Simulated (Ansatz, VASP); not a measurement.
**Fe: VASP beside Ansatz**

INCAR

```
SYSTEM = Fe
  PREC = Accurate
  ENCUT = 600
  EDIFF = 1E-6
  ISMEAR = -1
  SIGMA = 0.05
  LREAL = .FALSE.
  LASPH = .TRUE.
  NELM = 200
  ALGO = Normal
  ISIF = 2
  LWAVE = .FALSE.
  LCHARG = .FALSE.
  ISPIN = 2
  MAGMOM = 4
  LORBIT = 11
  LMAXMIX = 4
  GGA = PE
  NBANDS = 14
  GGA_COMPAT = .FALSE.
```

The input KPOINTS:

```
Automatic mesh
0
G
  13 13 13
  0 0 0
```

The input POSCAR:

```
Fe
1.0
   -1.4475000000      1.4475000000      1.4475000000
    1.4475000000     -1.4475000000      1.4475000000
    1.4475000000      1.4475000000     -1.4475000000
Fe
1
Direct
    0.0000000000      0.0000000000      0.0000000000
```

Input for Ansatz:

```yaml
crystal:
  lattice:
    - [-1.4475, 1.4475, 1.4475]
    - [1.4475, -1.4475, 1.4475]
    - [1.4475, 1.4475, -1.4475]
  atoms:
    - { symbol: Fe, position: [0.0, 0.0, 0.0], spin: 4.0 }
magnetization:
  spin_polarized: true
hamiltonian:
  xc: pbe
  pseudopotentials: { kind: paw }
basis:
  ecutwfc: 420
kpoints:
  mp_grid: { grid: [13, 13, 13] }
scf:
  occupations: { method: fermi_dirac, width: 0.05 }
  lower_state_search: "off"
output:
  forces: true
  stress: true
```

Alike in both runs: task single point; functional PBE; k mesh 13 × 13 × 13; occupations fermi-dirac, width 0.05 eV; collinear spin.

|  | VASP | Ansatz |
| --- | --- | --- |
| version | VASP 6.6.1 | Ansatz 0.2.0 |
| potentials or method | VASP PAW PBE potentials, release 64 (Fe), cutoff 600 eV | PAW, plane waves, scalar-relativistic |
| valence electrons in the cell | 8 | 16 |

|  | VASP | Ansatz | Ansatz less VASP |
| --- | --- | --- | --- |
| pressure (GPa) | -10.2 | -10.5 | -0.33 |
| net moment per atom (μB) | 2.32 | 2.28 | -0.037 |
| size of the moment on the site where the two differ most (μB) | 2.33 | 2.34 | +0.013 |

Site moments also hang on the region over which each program counts them. VASP's potentials hold 8 valence electrons a cell and Ansatz's 16, so a difference there can come from the potentials and not from the codes.
